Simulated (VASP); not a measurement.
Here is a VASP 6.6.1 calculation.

POSCAR

```
SnS2
1.0
    3.5875397104      0.0000000000      0.0000000000
   -1.7937698552      3.1069005263      0.0000000000
    0.0000000000      0.0000000000      6.0546406447
Sn S
1 2
Direct
    0.0000000000      0.0000000000      0.0000000000
    0.3333333333      0.6666666667      0.2460766716
    0.6666666667      0.3333333333      0.7539233284
```

File INCAR.step1:

```
ALGO     = Normal         # electronic algorithm
EDIFF    = 1E-5           # SCF threshold, eV
ENCUT    = 550            # plane-wave cutoff, eV
GGA      = PE             # functional
GGA_COMPAT= F            
ISMEAR   = 0              # smearing method
LASPH    = T              # aspherical terms in the spheres
LCHARG   = F              # write CHGCAR
LNONCOLLINEAR= T              # non-collinear magnetism
LREAL    = F              # projectors in reciprocal space
LSORBIT  = T              # spin-orbit coupling
LWAVE    = T              # write WAVECAR
MAGMOM   = 0 0 0 0 0 0 0 0 0 # initial moments
NBANDS   = 39             # bands
NELM     = 200            # most SCF steps
PREC     = Accurate       # precision mode
SIGMA    = 0.01           # smearing width, eV
```

INCAR.step2

```
ALGO     = Normal         # electronic algorithm
EDIFF    = 1E-6           # SCF threshold, eV
ENCUT    = 550            # plane-wave cutoff, eV
GGA_COMPAT= F            
ISIF     = 2              # what is computed and relaxed
ISMEAR   = 0              # smearing method
ISTART   = 1            
LASPH    = T              # aspherical terms in the spheres
LCHARG   = F              # write CHGCAR
LMIXTAU  = T            
LNONCOLLINEAR= T              # non-collinear magnetism
LORBIT   = 11             # projections on sites
LORBMOM  = T            
LREAL    = F              # projectors in reciprocal space
LSORBIT  = T              # spin-orbit coupling
LWAVE    = F              # write WAVECAR
MAGMOM   = 0 0 0 0 0 0 0 0 0 # initial moments
METAGGA  = R2SCAN         # meta-GGA
NBANDS   = 39             # bands
NELM     = 200            # most SCF steps
PREC     = Accurate       # precision mode
SIGMA    = 0.01           # smearing width, eV
```

The input KPOINTS:

```
k-points
0
Gamma
  12 12 4
```

Potentials or basis: VASP PAW PBE potentials, release 64 (Sn_d, S).

Command:

```sh
$ cat potpaw_PBE.64/Sn_d/POTCAR potpaw_PBE.64/S/POTCAR > POTCAR
$ cp INCAR.step1 INCAR
$ mpirun -np 1 vasp_ncl > vasp.out
$ cp INCAR.step2 INCAR
$ mpirun -np 1 vasp_ncl > vasp.out
```

Task: What does it give for the largest force?

Result: 0.044 eV/Å.

Task: Estimate the pressure.

Result: 3.2 GPa.

Task: Predict the net moment.

Result: 0.00 μB per cell.

Moments on the atoms (μB; x, y, z):
```
Sn  0.00 0.00 0.00
S   0.00 0.00 0.00
S   0.00 0.00 0.00
```

Caveat: the cell differs from its parent crystal (epitaxial xy strain -2.0%); the cell stands under pressure; the PAW data sets were made with another functional, which shifts forces and pressure a little.
